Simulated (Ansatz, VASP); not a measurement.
# One calculation of Ru, two programs

INCAR

```
ALGO = Fast
EDIFF = 1E-6
ENCUT = 520
GGA = PS
ISIF = 2
ISMEAR = 0
LASPH = T
LCHARG = T
LELF = T
LREAL = F
LVHAR = T
LWAVE = F
NBANDS = 13
NELM = 80
PREC = Accurate
SIGMA = 0.1
```

KPOINTS

```
k-points
0
Gamma
  9 9 8
```

POSCAR

```
Ru
1.0
    2.5723315739      0.0000000000      0.0000000000
   -1.2861657869      2.2277044899      0.0000000000
    0.0000000000      0.0000000000      2.4035223143
Ru
1
Direct
    0.0000000000      0.0000000000      0.0000000000
```

Input for Ansatz:

```yaml
crystal:
  lattice:
    - [2.5723315739, 0.0, 0.0]
    - [-1.2861657869, 2.2277044899, 0.0]
    - [0.0, 0.0, 2.4035223143]
  atoms:
    - { symbol: Ru, position: [0.0, 0.0, 0.0] }
basis:
  ecutwfc: 420
kpoints:
  mp_grid: { grid: [9, 9, 8] }
hamiltonian:
  xc: pbesol
scf:
  occupations: { method: gaussian, width: 0.1 }
  lower_state_search: "off"
output:
  forces: true
  stress: true
  eigenvalues: true
```

Alike in both runs: task single point; functional PBEsol; k mesh 9 × 9 × 8; occupations gaussian, width 0.1 eV; no spin polarisation.

```csv
,VASP,Ansatz
version,VASP 6.6.1,Ansatz 0.2.0
potentials or method,"VASP PAW PBE potentials, release 64 (Ru_pv), cutoff 520 eV","scalar-relativistic, plane waves, PAW"
valence electrons in the cell,14,16
```

```tsv
	VASP	Ansatz	Ansatz less VASP
gap on the k mesh at the Fermi level (eV)	none	none	-
pressure (GPa)	15.8	15.7	-0.12
traceless stress, the component that is largest in VASP (GPa)	-1.10	-1.32	-0.218
```

VASP's potentials were made for PBE, not for PBEsol. A gap of «none» marks a metal or a gap that the smearing closes. VASP's potentials hold 14 valence electrons a cell and Ansatz's 16, so a difference there can come from the potentials and not from the codes.
